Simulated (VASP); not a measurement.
Here is a VASP 6.6.1 calculation.

The input INCAR:

```
SYSTEM = IrS
ALGO = Normal
EDIFF = 1E-6
ENCUT = 500
GGA = PS
GGA_COMPAT = .False.
ISIF = 2
ISMEAR = 0
LASPH = .True.
LCHARG = .True.
LELF = .True.
LREAL = .False.
LVHAR = .True.
LWAVE = .False.
NBANDS = 31
NELM = 120
PREC = Accurate
SIGMA = 0.05
```

Contents of KPOINTS:

```
k-points
0
Gamma
  10 10 6
  0 0 0
```

The input POSCAR:

```
IrS
1.0
    3.5439944865      0.0000000000      0.0000000000
   -1.7719972432      3.0691892562      0.0000000000
    0.0000000000      0.0000000000      5.4419298008
Ir S
2 2
Direct
    0.0000000000      0.0000000000      0.0000000000
    0.0000000000      0.0000000000      0.5000000000
    0.3333333333      0.6666666667      0.2500000000
    0.6666666667      0.3333333333      0.7500000000
```

Potentials or basis: VASP PAW PBE potentials, release 64 (Ir_sv_GW, S).

Run with:

```sh
$ cat potpaw_PBE.64/Ir_sv_GW/POTCAR potpaw_PBE.64/S/POTCAR > POTCAR
$ mpirun -np 1 vasp_std > vasp.out
```

Task: Predict the band gap on the k mesh.

Result: Zero (bands 23 and 24 overlap by 1.66 eV).

Task: Predict the pressure.

Result: -1.4 GPa.

Caveat: the PAW data sets were made with another functional, which shifts forces and pressure a little; spin-orbit coupling is left out, which moves the levels of the heavy elements.
